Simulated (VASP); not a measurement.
Ti, 1 atom in the cell. It takes space group I4/mmm (No. 139, tetragonal). The conventional cell has a = 3.282 Å, b = 3.282 Å, c = 3.774 Å, α = 90.00°, β = 90.00°, γ = 90.00°. Ti (site symmetry 4/mmm) has 14 Ti at 2.99 to 3.77 Å within 3.9 Å.  This cell differs from its parent crystal: strain +0.1500 x Voigt [0, 1, 0, 0, 0, 0].

| Property | Result |
| --- | --- |
| Program | VASP 6.6.1 |
| Task | single point |
| Functional | r2SCAN |
| Potentials or basis | VASP PAW PBE potentials, release 64 (Ti_sv) |
| Cutoff | 520 eV |
| k mesh | 20 × 20 × 20 |
| Occupations | gaussian, width 0.15 eV |
| Spin | no spin polarisation |
| Dipole correction | no |
| Further INCAR settings | ALGO = Normal; EDIFF = 1e-06; NBANDS = 12 |

Potentials or basis: VASP PAW PBE potentials, release 64 (Ti_sv).

Command:

```bash
$ cat potpaw_PBE.64/Ti_sv/POTCAR > POTCAR
$ cp INCAR.step1 INCAR
$ mpirun -np 1 vasp_std > vasp.out
$ cp INCAR.step2 INCAR
$ mpirun -np 1 vasp_std > vasp.out
```

Hardware: 1 thread of AMD EPYC 9R45 96-Core Processor (Zen 5) (shared host).

**Question.** Estimate the wall time of this run.

**Answer.** It took 6.5 min on 1 thread of AMD EPYC 9R45 96-Core Processor (Zen 5), with other jobs on the host, peak memory 0.23 GiB. Counts: k points 641.
